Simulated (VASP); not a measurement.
SiC3:

```
CELL_PARAMETERS angstrom
3.57570 0.00000 0.00000
0.00000 3.57570 0.00000
0.00000 0.00000 3.40435
ATOMIC_POSITIONS crystal
Si 0.50000 0.50000 0.50000
C 0.00000 0.00000 0.69876
C 0.50000 0.50000 0.00000
C 0.00000 0.00000 0.30124
```

| Property | Result |
| --- | --- |
| Program | VASP 6.6.1 |
| Task | relaxation of cell and atoms |
| Functional | PBE |
| Potentials or basis | VASP PAW PBE potentials, release 64 (Si, C) |
| Cutoff | 600 eV |
| k mesh | 14 × 14 × 14 |
| Occupations | gaussian, width 0.1 eV |
| Spin | no spin polarisation |

At the start: pressure -2.4 GPa; volume 10.88 Å³/atom.

Where does the relaxation end?

Over 38 steps the energy falls by 211.5 meV/atom and the volume is 16.67 Å³/atom (+53.2 %); space group P4/mmm (No. 123, to 0.1 Å) before and after.

The path:
| step | energy change (eV) | largest force (eV/Å) | pressure (GPa) | volume (Å³) |
| --- | --- | --- | --- | --- |
| 1 | 0.0000 | 0.1101 | -2.40 | 43.53 |
| 2 | 0.0332 | 2.2604 | 9.14 | 42.49 |
| 3 | -0.0143 | 0.6941 | 1.34 | 43.14 |
| 4 | -0.0328 | 0.1347 | 3.30 | 43.00 |
| 5 | -0.0330 | 0.1935 | 3.07 | 43.01 |
| 6 | -0.0333 | 0.7221 | -1.10 | 43.77 |
| 7 | -0.0374 | 0.2866 | 0.91 | 43.39 |
| 8 | -0.0449 | 0.1613 | 0.51 | 43.99 |
| 9 | -0.0544 | 0.2708 | -0.31 | 45.68 |
| 10 | -0.0605 | 0.0990 | -0.16 | 46.21 |
| 11 | -0.0655 | 0.1755 | -0.35 | 46.97 |
| 12 | -0.0854 | 0.7059 | -1.76 | 48.47 |
| 13 | -0.1888 | 1.4431 | -2.77 | 51.47 |
| 14 | -0.6718 | 1.8636 | -0.07 | 57.41 |
| 15 | 1.2476 | 2.0321 | 31.03 | 68.74 |
| 16 | -0.7211 | 1.5235 | 2.91 | 58.59 |
| 17 | -0.7206 | 1.5506 | 3.83 | 59.02 |
| 18 | -0.7218 | 1.5454 | 3.99 | 59.19 |
| 19 | -0.7234 | 1.5319 | 4.53 | 59.70 |
| 20 | -0.7261 | 1.5102 | 4.48 | 59.76 |
| 21 | -0.7340 | 1.4463 | 4.36 | 59.93 |
| 22 | -0.7490 | 1.3140 | 4.13 | 60.28 |
| 23 | -0.7755 | 1.0316 | 3.70 | 60.98 |
| 24 | -0.8141 | 0.3880 | 3.00 | 62.39 |
| 25 | -0.8277 | 1.2646 | 2.22 | 65.27 |
| 26 | -0.8333 | 0.6148 | 2.42 | 64.23 |
| 27 | -0.8406 | 0.2087 | 0.76 | 64.77 |
| 28 | -0.8412 | 0.0564 | 0.12 | 64.99 |
| 29 | -0.8418 | 0.0256 | 0.13 | 65.06 |
| 30 | -0.8432 | 0.0672 | 0.16 | 65.30 |
| 31 | -0.8441 | 0.2450 | 0.23 | 65.77 |
| 32 | -0.8447 | 0.1466 | 0.40 | 65.92 |
| 33 | -0.8450 | 0.0005 | 0.68 | 66.13 |
| 34 | -0.8456 | 0.0175 | 0.38 | 66.40 |
| 35 | -0.8458 | 0.0449 | -0.09 | 66.83 |
| 36 | -0.8459 | 0.0374 | 0.04 | 66.70 |
| 37 | -0.8459 | 0.0365 | 0.06 | 66.68 |
| 38 | -0.8459 | 0.0073 | -0.01 | 66.67 |

Final structure:
```xyz
4
Lattice="4.6712 0.0000 0.0000 0.0000 4.6712 0.0000 0.0000 0.0000 3.0556" Properties=species:S:1:pos:R:3 pbc="T T T"
Si    2.3356    2.3356    1.5278
C     0.0000    0.0000    2.1839
C     2.3356    2.3356    0.0000
C     0.0000    0.0000    0.8716
```

Caveat: the volume moved by over 15 % at a fixed basis, so the end points are rough.
